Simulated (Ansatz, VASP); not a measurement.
# One calculation of InSb3, two programs

```xyz
4
Lattice="4.6231 0.0000 0.0000 0.0000 4.6231 0.0000 0.0000 0.0000 5.2194" Properties=species:S:1:pos:R:3 pbc="T T T"
In    0.0000    0.0000    0.0000
Sb    2.3115    0.0000    2.6097
Sb    0.0000    2.3115    2.6097
Sb    2.3115    2.3115    0.0000
```

Alike in both runs: task single point; functional PBE; k mesh 10 × 10 × 10; occupations gaussian, width 0.15 eV; no spin polarisation.

|  | VASP | Ansatz |
| --- | --- | --- |
| version | VASP 6.6.1 | Ansatz 0.2.0 |
| potentials or method | VASP PAW PBE potentials, release 64 (In_d, Sb), cutoff 520 eV | scalar-relativistic, plane waves, PAW |
| valence electrons in the cell | 28 | 58 |

```csv
,VASP,Ansatz,Ansatz less VASP
gap on the k mesh at the Fermi level (eV),none,none,-
pressure (GPa),-0.1,0.0,+0.09
```

A gap of «none» marks a metal or a gap that the smearing closes. The functional is the same, so the differences come from potentials, cutoffs and numerics. VASP's potentials hold 28 valence electrons a cell and Ansatz's 58, so a difference there can come from the potentials and not from the codes.

Spin-orbit coupling is off throughout.
